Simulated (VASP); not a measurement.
TiIn2:

```xyz
3
Lattice="3.1160 0.0000 0.0000 0.0000 3.1160 0.0000 0.0000 0.0000 5.9533" Properties=species:S:1:pos:R:3 pbc="T T T"
Ti    0.0000    0.0000    0.0000
In    1.5580    1.5580    1.6074
In    1.5580    1.5580    4.3459
```

| Property | Result |
| --- | --- |
| Program | VASP 6.6.1 |
| Task | relaxation of cell and atoms |
| Functional | PBE |
| Potentials or basis | VASP PAW PBE potentials, release 64 (Ti_sv, In_d) |
| Cutoff | 600 eV |
| k mesh | 6 × 6 × 4 |
| Occupations | gaussian, width 0.1 eV |
| Spin | no spin polarisation |

At the start: pressure 21.2 GPa; volume 19.27 Å³/atom.

Q: Where does the relaxation end?

A: Over 15 steps the energy falls by 355.1 meV/atom and the volume is 22.13 Å³/atom (+14.9 %); space group P4/mmm (No. 123, to 0.05 Å).

The path:
```csv
step,energy change (eV),largest force (eV/Å),pressure (GPa),volume (Å³)
1,0.0000,1.1942,21.25,57.80
2,-0.2963,0.1981,-11.96,81.75
3,-0.7759,0.3561,-0.16,69.97
4,-0.8138,0.3145,-1.07,70.83
5,-0.8440,0.2741,-1.40,71.11
6,-0.9325,0.3863,-1.39,70.14
7,-1.0133,0.5064,-0.68,68.18
8,-1.0181,0.5152,-0.03,67.29
9,-1.0204,0.5166,-0.26,67.60
10,-1.0511,0.2993,-0.11,66.82
11,-1.0615,0.0437,0.22,66.08
12,-1.0650,0.0162,-0.18,66.55
13,-1.0650,0.0182,-0.19,66.56
14,-1.0650,0.0032,0.25,66.21
15,-1.0652,0.0104,0.05,66.39
```

Final structure:
```
Ti In
1.0
     3.06262    0.00000    0.00000
     0.00000    3.06262    0.00000
     0.00000    0.00000    7.07768
Ti In
1 2
Direct
  0.00000 0.00000 0.00000
  0.50000 0.50000 0.29394
  0.50000 0.50000 0.70606
```
